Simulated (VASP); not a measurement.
# Al24N25 (a cell with a defect): single point with PBE

Al24N25 (a cell with a defect):

```xyz
49
Lattice="6.2604 0.0000 -5.0180 -3.1302 -5.4217 -5.0180 -3.1302 5.4217 -5.0180" Properties=species:S:1:pos:R:3 pbc="T T T"
Al   -0.0413   -1.8353   -2.5527
Al   -1.5967    0.8649   -7.5632
Al   -1.5687    0.9534   -2.5527
Al    3.1593   -1.6713   -7.4461
Al   -0.1323    3.5717   -7.4461
Al    1.5474    0.9503   -7.5632
Al    1.6101    0.8819   -2.5527
Al   -4.7446    0.8634   -7.5634
Al   -3.0270   -1.9004   -7.4461
Al    1.6246   -4.5406   -7.5634
Al    3.1200    3.6772   -7.5634
Al    0.0493   -1.8152   -7.5632
Al    4.7858   -0.8309   -4.9088
Al   -3.1479    1.7839   -5.0703
Al    3.1189    1.8342   -5.0703
Al    1.5817   -0.8760   -5.0222
Al   -1.6733    4.5601   -4.9088
Al   -0.0322    1.8078   -5.0222
Al   -3.1125   -3.7292   -4.9088
Al    0.0154    1.8439  -10.0734
Al    1.5891   -0.9353  -10.0734
Al    0.0290   -3.6181   -5.0703
Al   -1.6046   -0.9086  -10.0734
Al   -1.5495   -0.9318   -5.0222
N    -3.1501    3.5038   -5.7301
N    -1.5747    0.8656   -5.6421
N     4.6094    0.9762   -5.7301
N     3.1706   -1.7255   -5.5439
N    -0.0909    3.6085   -5.5439
N     1.5370    0.9309   -5.6421
N    -1.4593   -4.4799   -5.7301
N     1.5568    0.8756  -10.6329
N    -3.0796   -1.8830   -5.5439
N    -1.5367    0.9104  -10.6329
N    -0.0201   -1.7861  -10.6329
N     0.0377   -1.7966   -5.6421
N    -1.5526   -0.8504   -3.1337
N    -3.1569    1.7697   -8.1819
N     3.1111    1.8491   -8.1819
N     1.5811   -0.8554   -8.1329
N     1.5128   -0.9194   -3.1337
N    -0.0498    1.7970   -8.1329
N     0.0398    1.7698   -3.1337
N     3.1427   -3.4212   -7.9228
N    -4.5342   -1.0110   -7.9228
N     0.0458   -3.6188   -8.1819
N     1.3915    4.4323   -7.9228
N    -1.5314   -0.9416   -8.1329
N     0.0000    0.0000  -14.1817
```

* Program: VASP 6.6.1
* Task: single point
* Functional: PBE
* Potentials or basis: VASP PAW PBE potentials, release 64 (Al, N)
* Cutoff: 520 eV
* k mesh: 2 × 2 × 2
* Occupations: gaussian, width 0.01 eV
* Spin: collinear spin

```json
{"Largest force": "0.012 eV/Å", "Net moment": "1.00 μB per cell", "Site moments": "Al +0.00, +0.01, -0.00; N +0.03, +0.00, +0.06, +0.41 μB", "Valence electrons inside the program's atomic spheres": "Al 0.82, 0.81, 0.84, 0.78, 0.77, 0.83, 0.79; N 3.86, 3.85, 3.88"}
```

Forces on the atoms (eV/Å):
```
Al   0.000  0.003 -0.001
Al  -0.001  0.000  0.001
Al   0.003 -0.002 -0.001
Al   0.003 -0.001  0.001
Al  -0.001  0.003  0.001
Al   0.000  0.001  0.001
Al  -0.003 -0.002 -0.001
Al  -0.001  0.000 -0.007
Al  -0.002 -0.002  0.001
Al   0.000  0.000 -0.007
Al   0.000  0.001 -0.007
Al   0.000 -0.001  0.001
Al  -0.009  0.002 -0.008
Al   0.000  0.000  0.004
Al   0.000  0.000  0.004
Al  -0.004 -0.002  0.002
Al   0.003 -0.008 -0.008
Al   0.004 -0.002  0.002
Al   0.006  0.007 -0.008
Al   0.002 -0.005  0.003
Al  -0.005  0.001  0.003
Al   0.000  0.000  0.004
Al   0.003  0.004  0.003
Al   0.000  0.004  0.002
N    0.000 -0.001  0.004
N    0.000  0.000  0.000
N    0.000  0.001  0.004
N   -0.001  0.000 -0.002
N    0.000 -0.001 -0.002
N    0.000  0.000  0.000
N    0.001  0.000  0.004
N    0.002  0.000  0.005
N    0.001  0.000 -0.002
N   -0.001  0.002  0.005
N   -0.001 -0.002  0.005
N    0.000  0.000  0.000
N   -0.002 -0.001 -0.001
N    0.003  0.003 -0.002
N    0.001 -0.004 -0.002
N    0.003 -0.002  0.001
N    0.001 -0.001 -0.001
N    0.000  0.003  0.001
N    0.001  0.002 -0.001
N    0.000 -0.009 -0.002
N   -0.007  0.004 -0.002
N   -0.004  0.001 -0.002
N    0.007  0.004 -0.002
N   -0.003 -0.001  0.001
N    0.000  0.000  0.006
```

Levels at points of the mesh, in eV from the Fermi level:
Spin up:
```csv
k point,band 98,band 99,band 100,band 101,band 102,band 103
"(0.00, 0.00, 0.00)",-0.58,-0.35,-0.35,2.49,3.86,3.91
"(0.50, 0.00, 0.00)",-0.54,-0.42,-0.28,3.67,3.71,3.83
"(0.50, 0.50, 0.00)",-0.54,-0.44,-0.28,3.67,3.79,3.84
"(0.50, 0.50, 0.50)",-0.56,-0.32,-0.32,3.53,3.62,3.65
```
Spin down:
```
           k point  band 97  band 98  band 99  band 100  band 101  band 102
(0.00, 0.00, 0.00)    -1.44    -0.13    -0.13      0.46      2.50      3.89
(0.50, 0.00, 0.00)    -1.64    -0.21    -0.08      0.50      3.68      3.72
(0.50, 0.50, 0.00)    -1.78    -0.23    -0.08      0.51      3.67      3.80
(0.50, 0.50, 0.50)    -1.90    -0.12    -0.12      0.47      3.55      3.63
```

Wall time 2.6 min on 4 MPI ranks on Intel(R) Xeon(R) Platinum 8488C (Sapphire Rapids) (shared host), peak memory 0.51 GiB a rank.

Caveat: the cell carries a net charge on a neutralising background, which shifts energy and pressure; the cell is charged against a uniform background, so pressure and absolute levels hang on convention.
